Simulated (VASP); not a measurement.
A run of VASP 6.6.1:

POSCAR

```
Eu
1.0
   -2.2274745855      2.2274745855      2.2274745855
    2.2274745855     -2.2274745855      2.2274745855
    2.2274745855      2.2274745855     -2.2274745855
Eu
1
Direct
    0.0000000000      0.0000000000      0.0000000000
```

INCAR.step1

```
SYSTEM = Eu
PREC = Accurate ; ENCUT = 520
ISMEAR = 1 ; SIGMA = 0.01
LREAL = .False. ; LASPH = .True.
NELM = 150 ; ISPIN = 2
MAGMOM = 7.31 ; LMAXMIX = 6
NBANDS = 18 ; GGA = PE
ALGO = Normal ; EDIFF = 1E-4
LWAVE = .True. ; LCHARG = .False.
```

INCAR.step2

```
SYSTEM = Eu
PREC = Accurate ; ENCUT = 520
EDIFF = 1E-6 ; ISMEAR = 1
SIGMA = 0.01 ; LREAL = .False.
LASPH = .True. ; NELM = 150
ALGO = Normal ; ISIF = 2
LWAVE = .False. ; LCHARG = .True.
ISPIN = 2 ; MAGMOM = 7.31
LORBIT = 11 ; LMAXMIX = 6
METAGGA = R2SCAN ; LMIXTAU = .True.
LELF = .True. ; LVHAR = .True.
NBANDS = 18 ; ISTART = 1
```

File KPOINTS:

```
Automatic mesh
0
Gamma
  10 10 10
  0 0 0
```

Potentials or basis: VASP PAW PBE potentials, release 64 (Eu).

Launch:

```bash
$ cat potpaw_PBE.64/Eu/POTCAR > POTCAR
$ cp INCAR.step1 INCAR
$ mpirun -np 1 vasp_std > vasp.out
$ cp INCAR.step2 INCAR
$ mpirun -np 1 vasp_std > vasp.out
```

Hardware: 1 thread of AMD EPYC 9R45 96-Core Processor (Zen 5), with other jobs on the host.

How long does it take, and how much memory?

It took 4.3 min on 1 thread of AMD EPYC 9R45 96-Core Processor (Zen 5), with other jobs on the host, peak memory 0.21 GiB. Counts: k points 47.
